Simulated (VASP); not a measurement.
A run of VASP 6.6.1:

File INCAR:

```
  PREC = Accurate
  ENCUT = 520
  EDIFF = 1E-6
  ISMEAR = 0
  SIGMA = 0.02
  LREAL = False
  LASPH = True
  NELM = 200
  ALGO = Normal
  ISIF = 2
  LWAVE = False
  LCHARG = False
  ISPIN = 2
  MAGMOM = 2.77 0 0
  LORBIT = 11
  LMAXMIX = 4
  LDIPOL = True
  IDIPOL = 3
  DIPOL = 0.5 0.5 0.301
  GGA = PE
  NBANDS = 24
  GGA_COMPAT = False
  NELMDL = -8
```

KPOINTS

```
regular mesh
0
Gamma
  12 12 1
```

The input POSCAR:

```
MnO2
1.0
    2.8770382846      0.0000000000      0.0000000000
   -1.4385191423      2.4915882422      0.0000000000
    0.0000000000      0.0000000000     28.1568184800
Mn O
1 2
Direct
    0.6666666667      0.3333333333      0.3014276469
    0.0000000000      0.0000000000      0.3353393078
    0.3333333333      0.6666666667      0.2675159860
```

Potentials or basis: VASP PAW PBE potentials, release 64 (Mn_sv, O).

Launch:

```console
$ cat potpaw_PBE.64/Mn_sv/POTCAR potpaw_PBE.64/O/POTCAR > POTCAR
$ mpirun -np 1 vasp_std > vasp.out
```

Hardware: 1 thread of Intel(R) Xeon(R) Platinum 8259CL CPU @ 2.50GHz (Skylake/Cascade Lake), on a shared host.

**Question.** Estimate the wall time of this run.

**Answer.** It took 12 min on 1 thread of Intel(R) Xeon(R) Platinum 8259CL CPU @ 2.50GHz (Skylake/Cascade Lake) (shared host), peak memory 0.5 GiB. Counts: scf iterations 34, k points 19.
